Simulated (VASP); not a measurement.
# GaP (F-43m) in VASP: single point with LDA

Aim: the single point of GaP with LDA.

Everything below comes from runs of VASP 6.6.1. Logs are shortened: lines on timing, memory, paths and dates and some standing lists are left out, and cuts for length are marked.

**Measured values to compare with.**

“Stacking defects in GaP nanowires: Electronic structure and optical properties”, 2018, arxiv:1810.01194 quotes, for a bulk crystal of GaP at 10 K: band gap 2.34 eV (indirect).

How close the calculation comes is told below.

## Step 1: The cell of the first run

It takes space group F-43m (No. 216, cubic). Conventional cell: a = 5.391 Å, b = 5.391 Å, c = 5.391 Å, α = 90.00°, β = 90.00°, γ = 90.00°. Ga (site symmetry -43m) has 4 P at 2.33 Å within 3.1 Å. P (site symmetry -43m) has 4 Ga at 2.33 Å within 3.1 Å.

## Step 2: Single point, LDA

Input file INCAR:

```
SYSTEM = GaP
PREC = Accurate ; ENCUT = 520
EDIFF = 1E-7 ; ISMEAR = 0
SIGMA = 0.02 ; LREAL = .False.
LASPH = .True. ; NELM = 60
ALGO = Normal ; ISIF = 2
LWAVE = .False. ; LCHARG = .True.
GGA = CA ; LELF = .True.
LVHAR = .True. ; NBANDS = 16
```

Input file KPOINTS:

```
Automatic mesh
0
Gamma
  8 8 8
  0 0 0
```

Input file POSCAR:

```
GaP
1.0
    0.0000000000      2.6956500736      2.6956500736
    2.6956500736      0.0000000000      2.6956500736
    2.6956500736      2.6956500736      0.0000000000
Ga P
1 1
Direct
    0.0000000000      0.0000000000      0.0000000000
    0.2500000000      0.2500000000      0.2500000000
```

Potentials or basis: VASP PAW LDA potentials, release 64 (Ga_d, P).

On the command line:

```sh
cat potpaw_LDA.64/Ga_d/POTCAR potpaw_LDA.64/P/POTCAR > POTCAR
mpirun -np 1 vasp_std > vasp.out
```

OUTCAR:

```text
SYSTEM = GaP
   PREC = Accurate
   ENCUT = 520
   EDIFF = 1E-7
   ISMEAR = 0
   LREAL = .False.
   LASPH = .True.
   NELM = 60
   ISIF = 2
   GGA = CA

 ion  position               nearest neighbor table
   1  0.000  0.000  0.000-   2 2.33   2 2.33   2 2.33   2 2.33
   2  0.250  0.250  0.250-   1 2.33   1 2.33   1 2.33   1 2.33

  LATTYP: Found a face centered cubic cell.
 ALAT       =     5.3913001472

  Lattice vectors:

 A1 = (   0.0000000000,   2.6956500736,   2.6956500736)
 A2 = (   2.6956500736,   0.0000000000,   2.6956500736)
 A3 = (   2.6956500736,   2.6956500736,   0.0000000000)

Analysis of symmetry for initial positions (statically):
=====================================================================
 Subroutine PRICEL returns:
 Original cell was already a primitive cell.

 Routine SETGRP: Setting up the symmetry group for a
 face centered cubic supercell.

 Subroutine GETGRP returns: Found 24 space group operations
 (whereof 24 operations were pure point group operations)
 out of a pool of 48 trial point group operations.

The static configuration has the point symmetry T_d .

Analysis of symmetry for dynamics (positions and initial velocities):
=====================================================================
 Subroutine PRICEL returns:
 Original cell was already a primitive cell.

 Routine SETGRP: Setting up the symmetry group for a
 face centered cubic supercell.

 Subroutine GETGRP returns: Found 24 space group operations
 (whereof 24 operations were pure point group operations)
 out of a pool of 48 trial point group operations.

The dynamic configuration has the point symmetry T_d .

 Subroutine INISYM returns: Found 24 space group operations
 (whereof 24 operations are pure point group operations),
 and found     1 'primitive' translations

----------------------------------------------------------------------------------------

                                     Primitive cell

  volume of cell :      39.1760

  direct lattice vectors                    reciprocal lattice vectors
     0.000000000  2.695650074  2.695650074    -0.185484015  0.185484015  0.185484015
     2.695650074  0.000000000  2.695650074     0.185484015 -0.185484015  0.185484015
     2.695650074  2.695650074  0.000000000     0.185484015  0.185484015 -0.185484015

  length of vectors
     3.812224893  3.812224893  3.812224893     0.321267739  0.321267739  0.321267739

  position of ions in fractional coordinates (direct lattice)
     0.000000000  0.000000000  0.000000000
     0.250000000  0.250000000  0.250000000

[... 77 lines left out ...]
   LREAL  =      F    real-space projection
   EDIFFG = 0.1E-05   stopping-criterion for IOM
   NSW    =      0    number of steps for IOM
   IBRION =     -1    ionic relax: 0-MD 1-quasi-New 2-CG
   NFREE  =      0    steps in history (QN), initial steepest desc. (CG)
   ISIF   =      2    stress and relaxation
   ISYM   =      2    0-nonsym 1-usesym 2-fastsym
   POTIM  = 0.5000    time-step for ionic-motion
   TEBEG  =    0.0;   TEEND  =   0.0 temperature during run
   PSTRESS=    0.0 pullay stress
   NELECT =      18.0000    total number of electrons
   NUPDOWN=      -1.0000    fix difference up-down
   EMIN   =  10.00;   EMAX   =-10.00  energy-range for DOS
   EFERMI =   0.00;   METHOD = LEGACY
   ISMEAR =     0;   SIGMA  =   0.02  broadening in eV -4-tet -1-fermi 0-gaus
   EFERMI_NEDOS =   21; number of points for ismear=-14 and -15
   IALGO  =     38    algorithm
   IMIX   =      4    mixing-type and parameters
     AMIX     =   0.40;   BMIX     =  1.00
     AMIX_MAG =   1.60;   BMIX_MAG =  1.00
  volume/ion in A,a.u.               =      19.59       132.19
  Fermi-wavevector in a.u.,A,eV,Ry     =   1.263258  2.387212 21.712469  1.595821
  Thomas-Fermi vector in A             =   2.396624
   LORBIT       =      0    0 simple, 1 ext, 2 COOP (PROOUT), +10 PAW based schemes
   GGA     = CA    functional components
   LHFCALC =     F    Hartree Fock is set to
   AEXX    =    0.0000 exact exchange contribution
   IVDW    =     0    specifies the selected vdW correction
   LEPSILON=     F    determine dielectric tensor
   LRPA    =     F    only Hartree local field effects (RPA)
 non-spin polarized calculation
 Gauss-broadening in eV      SIGMA  =   0.02
  energy-cutoff  :      520.00
  volume of cell :       39.18
 maximum number of plane-waves:      1067
   NGX = 15   NGY = 15   NGZ = 15

 number of electron      17.9999998 magnetization

 Free energy of the ion-electron system (eV)
  ---------------------------------------------------
  ext. energy  EPLUGINS =         0.00000000
  ---------------------------------------------------
  free energy    TOTEN  =       -10.45076671 eV

  energy without entropy =      -10.45076671  energy(sigma->0) =      -10.45076671

 E-fermi :   4.9422     XC(G=0): -10.3108

 val. band max:        4.8487333404   @ k =   0.0000   0.0000   0.0000
 cond. band min:       6.2782305499   @ k =   0.5000   0.5000   0.0000
 fundamental gap:      1.4294972095
 Fermi energy:         4.9422150511

 k-point     1 :       0.0000    0.0000    0.0000
  band No.  band energies     occupation
      1      -9.9174      2.00000
      2      -9.9174      2.00000
      3      -9.9174      2.00000
      4      -9.8091      2.00000
      5      -9.8091      2.00000
      6      -7.9118      2.00000
[... 433 lines left out ...]
      3      -9.8704      2.00000
      4      -9.8151      2.00000
      5      -9.8011      2.00000
      6      -5.2874      2.00000
[... 8 lines left out ...]
     15      16.8444      0.00000
     16      17.4334      0.00000

 [... further k-points ...]

------------------------ aborting loop because EDIFF is reached ----------------------------------------

  FORCE on cell =-STRESS in cart. coord.  units (eV):
  Direction    XX          YY          ZZ          XY          YZ          ZX
  --------------------------------------------------------------------------------------
  -------------------------------------------------------------------------------------
  Total        0.0297061      0.0297061      0.0297061      0.0000000      0.0000000     -0.0000000
  in kB        1.2148853      1.2148853      1.2148853      0.0000000      0.0000000     -0.0000000
  external PRESSURE =       1.2148853 kB  Pullay stress =       0.0000000 kB

 VOLUME and BASIS-vectors are now :
 -----------------------------------------------------------------------------
  energy-cutoff  :      520.00
  volume of cell :       39.18
      direct lattice vectors                 reciprocal lattice vectors
     0.000000000  2.695650074  2.695650074    -0.185484015  0.185484015  0.185484015
     2.695650074  0.000000000  2.695650074     0.185484015 -0.185484015  0.185484015
     2.695650074  2.695650074  0.000000000     0.185484015  0.185484015 -0.185484015

 POSITION                                       TOTAL-FORCE (eV/Angst)
 -----------------------------------------------------------------------------------
      0.00000      0.00000      0.00000         0.000000      0.000000      0.000000
      1.34783      1.34783      1.34783        -0.000000     -0.000000     -0.000000
 -----------------------------------------------------------------------------------
    total drift:                                0.000000      0.000000      0.000000

  FREE ENERGIE OF THE ION-ELECTRON SYSTEM (eV)
  ---------------------------------------------------
  free  energy   TOTEN  =       -10.4507667127 eV

  energy  without entropy=      -10.4507667127  energy(sigma->0) =      -10.45076671
```

Wall time 15 s (1 thread of Intel Xeon 6975P-C, shared host); peak memory 0.15 GiB.

What came out:

```
Free energy            : -10.4508 eV
Pressure               : 0.1 GPa
Band gap on the k mesh : 1.43 eV, indirect (least direct gap 1.91 eV)
```

Levels at points of the mesh, in eV from the valence-band top:
```csv
k point,band 5,band 6,band 7,band 8,band 9,band 10,band 11,band 12,band 13,band 14
"(0.00, 0.00, 0.00)",-14.66,-12.76,0.00,0.00,0.00,1.91,3.78,3.78,3.78,8.64
"(0.50, 0.00, 0.00)",-14.65,-10.57,-6.90,-1.18,-1.18,1.62,4.62,4.62,8.11,10.88
"(0.50, 0.50, 0.00)",-14.63,-9.60,-7.00,-2.82,-2.82,1.43,1.65,10.70,10.70,11.27
```

## Step 3: How close it comes

Step 2. A measured gap of GaP is 2.34 eV (indirect; 10 K; quoted in “Stacking defects in GaP nanowires: Electronic structure and optical properties”, 2018, arxiv:1810.01194); the calculated 1.43 eV misses it by -0.91 eV. Spin-orbit coupling on Ga is left out. The value is that of LDA on a finite k mesh, which can miss the band edges, without temperature or zero-point motion. Semilocal functionals fall short of measured gaps as a rule.
